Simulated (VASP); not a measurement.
LuBC:

```
Lu B C
1.0
     2.99107    0.00000    0.00000
    -1.49553    2.59034    0.00000
     0.00000    0.00000    7.74418
Lu B C
2 2 2
Direct
  0.00000 0.00000 0.00000
  0.00000 0.00000 0.50000
  0.66667 0.33333 0.25000
  0.33333 0.66667 0.75000
  0.66667 0.33333 0.75000
  0.33333 0.66667 0.25000
```

Base run:

| Item | Value |
| --- | --- |
| Program | VASP 6.6.1 |
| Functional | RPBE |
| Potentials or basis | VASP PAW PBE potentials, release 64 (Lu, B, C) |
| Cutoff | 520 eV |
| k mesh | 10 × 10 × 4 |
| Occupations | methfessel-paxton, width 0.15 eV |
| Spin | no spin polarisation |

Its results: band gap on the k mesh zero (band 32 reaches 7.51 eV, above the bottom of band 33 at 6.94 eV); pressure 4.9 GPa.

Question: After a change of settings the same cell gave: band gap on the k mesh zero (band 32 reaches 7.20 eV, above the bottom of band 33 at 6.66 eV); pressure -5.9 GPa. Which change was it?
A. functional from RPBE to PBEsol
B. functional from RPBE to LDA; further incar settings from ALGO = Normal; EDIFF = 1e-06; NBANDS = 41 to ALGO = Normal; EDIFF = 1e-07; NBANDS = 41
C. functional from RPBE to BLYP

Answer: A.

PBEsol binds more tightly than RPBE, so the same cell stands under less pressure.

Caveats: the PAW data sets were made with another functional, which shifts forces and pressure a little; spin-orbit coupling is left out, which moves the levels of the heavy elements.
